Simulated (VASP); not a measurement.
Write the native input for VASP 6.6.1 that does the following.

- Task: relaxation of cell and atoms
- Functional: PBE
- Potentials or basis: VASP PAW PBE potentials, release 64 (Zr_sv, Si)
- Cutoff: 600 eV
- k mesh: 6 × 6 × 4
- Occupations: gaussian, width 0.1 eV
- Spin: no spin polarisation
- Dipole correction: no
- Further INCAR settings: ALGO = Normal; EDIFF = 1e-07; IBRION = 2; EDIFFG = -0.04; NSW = 90; ISIF = 3

The structure of Zr2Si3 lies in POSCAR:

```
Zr2Si3
1.0
    3.2950292000      0.0000000000      0.0000000000
    0.0000000000      3.2950292000      0.0000000000
    0.0000000000      0.0000000000      6.7352353900
Zr Si
2 3
Direct
    0.5000000000      0.0000000000      0.2621575700
    0.0000000000      0.5000000000      0.7378424300
    0.0000000000      0.5000000000      0.3652538100
    0.5000000000      0.0000000000      0.6347461900
    0.5000000000      0.5000000000      0.0000000000
```

The cell was generated, and may not be a known phase.

The input as run:

INCAR

```
SYSTEM = Zr2Si3
PREC     = Accurate       ! precision mode
ENCUT    = 600            ! plane-wave cutoff, eV
EDIFF    = 1E-7           ! SCF threshold, eV
ISMEAR   = 0              ! smearing method
SIGMA    = 0.1            ! smearing width, eV
LREAL    = .False.        ! projectors in reciprocal space
LASPH    = .True.         ! aspherical terms in the spheres
NELM     = 100            ! most SCF steps
ALGO     = Normal         ! electronic algorithm
ISIF     = 3              ! what is computed and relaxed
LWAVE    = .False.        ! write WAVECAR
LCHARG   = .False.        ! write CHGCAR
GGA      = PE             ! functional
IBRION   = 2              ! ionic algorithm
NSW      = 90             ! ionic steps
EDIFFG   = -0.04          ! ionic threshold
```

KPOINTS

```
Automatic mesh
0
Gamma
  6 6 4
  0 0 0
```

Potentials or basis: VASP PAW PBE potentials, release 64 (Zr_sv, Si).

Launch:

```bash
$ cat potpaw_PBE.64/Zr_sv/POTCAR potpaw_PBE.64/Si/POTCAR > POTCAR
$ mpirun -np 1 vasp_std > vasp.out
```

It gave:

```
Relaxed volume                        : 18.33 Å³/atom
Relaxed cell                          : a = 3.734 Å, b = 3.734 Å, c = 6.573 Å, α = 90.00°, β = 90.00°, γ = 90.00°
Space group after relaxing (to 0.1 Å) : P-4m2 (No. 115)
Energy gained by relaxing             : 1417.8 meV/atom
Ionic steps                           : 30
Pressure after relaxing               : 0.0 GPa
Largest force after relaxing          : 0.036 eV/Å
Band gap on the k mesh                : zero (bands 18 and 19 overlap by 0.27 eV)
```

Caveat: the volume moved by over 15 % at a fixed basis, so the end points are rough.

Run time: 13 min on 1 thread of Intel(R) Xeon(R) Platinum 8559C (Emerald Rapids), with other jobs on the host, peak memory 0.23 GiB.
